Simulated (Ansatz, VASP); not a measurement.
Zn: VASP beside Ansatz

```
CELL_PARAMETERS angstrom
-1.54354 1.54354 1.54354
1.54354 -1.54354 1.54354
1.54354 1.54354 -1.54354
ATOMIC_POSITIONS crystal
Zn 0.00000 0.00000 0.00000
```

Alike in both runs: task single point; functional PBEsol; k mesh 22 × 22 × 22; occupations gaussian, width 0.15 eV; no spin polarisation.

|  | VASP | Ansatz |
| --- | --- | --- |
| version | VASP 6.6.1 | Ansatz 0.2.0 |
| potentials or method | VASP PAW PBE potentials, release 64 (Zn), cutoff 520 eV | scalar-relativistic, plane waves, PAW |
| valence electrons in the cell | 12 | 12 |

```tsv
	VASP	Ansatz	Ansatz less VASP
gap on the k mesh at the Fermi level (eV)	none	none	-
pressure (GPa)	-1.6	-2.0	-0.41
```

VASP's potentials were made for PBE, not for PBEsol. A gap of «none» marks a metal or a gap that the smearing closes.
